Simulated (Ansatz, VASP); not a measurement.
## One calculation of Ge2N, two programs

```
Ge N
1.0
     0.00000    3.69423    3.69423
     3.69423    0.00000    3.69423
     3.69423    3.69423    0.00000
Ge N
4 2
Direct
  0.12500 0.12500 0.12500
  0.62500 0.12500 0.12500
  0.12500 0.12500 0.62500
  0.12500 0.62500 0.12500
  0.50000 0.50000 0.50000
  0.75000 0.75000 0.75000
```

Change from the starting cell: species swapped into the GdS2 type (Fd-3m, No. 227).

Alike in both runs: task relaxation of cell and atoms; functional PBE; k mesh 10 × 10 × 10; occupations gaussian, width 0.1 eV; no spin polarisation.

|  | VASP | Ansatz |
| --- | --- | --- |
| version | VASP 6.6.1 | Ansatz 0.2.0 |
| potentials or method | VASP PAW PBE potentials, release 64 (Ge_d, N), cutoff 600 eV | scalar-relativistic, plane waves, PAW |
| valence electrons in the cell | 66 | 66 |

```csv
,VASP,Ansatz,Ansatz less VASP
"gap on the k mesh at the Fermi level, each at its own relaxed structure (eV)",none,none,-
relaxed volume (Å³/atom),16.78,16.79,+0.006
relaxed length of the cell vector where the two differ most in proportion (Å),5.222,5.223,+0.0006
```

A gap of «none» marks a metal or a gap that the smearing closes.
